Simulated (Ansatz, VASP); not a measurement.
## MgC2: VASP beside Ansatz

Contents of INCAR:

```
ALGO     = Normal         # electronic algorithm
EDIFF    = 1E-6           # SCF threshold, eV
ENCUT    = 520            # plane-wave cutoff, eV
GGA      = RE             # functional
ISIF     = 2              # what is computed and relaxed
ISMEAR   = 0              # smearing method
IVDW     = 13             # dispersion correction
LASPH    = T              # aspherical terms in the spheres
LCHARG   = T              # write CHGCAR
LELF     = T              # ELF
LREAL    = F              # projectors in reciprocal space
LVHAR    = T            
LWAVE    = F              # write WAVECAR
NBANDS   = 19             # bands
NELM     = 80             # most SCF steps
PREC     = Accurate       # precision mode
SIGMA    = 0.01           # smearing width, eV
```

Contents of KPOINTS:

```
k-points
0
Gamma
  7 7 6
```

File POSCAR:

```
MgC2
1.0
    4.0027668699      0.0000000000      0.0000000000
    0.0000000000      4.0027668699      0.0000000000
    0.0000000000      0.0000000000      5.0527161180
Mg C
2 4
Direct
    0.0000000000      0.0000000000      0.5000000000
    0.5000000000      0.5000000000      0.0000000000
    0.3876550000      0.6123450000      0.5000000000
    0.6123450000      0.3876550000      0.5000000000
    0.8876550000      0.8876550000      0.0000000000
    0.1123450000      0.1123450000      0.0000000000
```

The input input.yaml:

```yaml
crystal:
  lattice:
    - [4.0027668699, 0.0, 0.0]
    - [0.0, 4.0027668699, 0.0]
    - [0.0, 0.0, 5.052716118]
  atoms:
    - { symbol: Mg, position: [0.0, 0.0, 0.5] }
    - { symbol: Mg, position: [0.5, 0.5, 0.0] }
    - { symbol: C, position: [0.387655, 0.612345, 0.5] }
    - { symbol: C, position: [0.612345, 0.387655, 0.5] }
    - { symbol: C, position: [0.887655, 0.887655, 0.0] }
    - { symbol: C, position: [0.112345, 0.112345, 0.0] }
hamiltonian:
  xc: revpbe
  pseudopotentials: { kind: paw }
  dispersion: d4
kpoints:
  mp_grid: { grid: [7, 7, 6] }
scf:
  occupations: { method: gaussian, width: 0.01 }
output:
  forces: true
  stress: true
  eigenvalues: true
```

Alike in both runs: task single point; functional revPBE; dispersion D4; k mesh 7 × 7 × 6; occupations gaussian, width 0.01 eV; no spin polarisation.

```csv
,VASP,Ansatz
version,VASP 6.6.1,Ansatz 0.2.0
potentials or method,"VASP PAW PBE potentials, release 64 (Mg, C)",Ansatz PAW
plane-wave cutoff (eV),520,420
valence electrons in the cell,20,36
```

|  | VASP | Ansatz | Ansatz less VASP |
| --- | --- | --- | --- |
| gap on the k mesh at the Fermi level (eV) | 2.67 | 2.67 | -0.001 |
| least direct gap on the mesh (eV) | 3.01 | 3.00 | -0.006 |
| pressure (GPa) | -6.6 | -6.5 | +0.09 |
| traceless stress, the component that is largest in VASP (GPa) | 2.34 | 2.51 | +0.167 |
| rms of the force components (eV/Å) | 0.347 | 0.417 | +0.0710 |

VASP's potentials were made for PBE, not for revPBE. Atom by atom the forces differ by 0.071 eV/Å (rms over components). VASP's potentials hold 20 valence electrons a cell and Ansatz's 36, so a difference there can come from the potentials and not from the codes.

Noted on Ansatz's run: odd divisions of the mesh miss points on the zone boundary, where band edges often lie, so the gap on the mesh can be too wide.
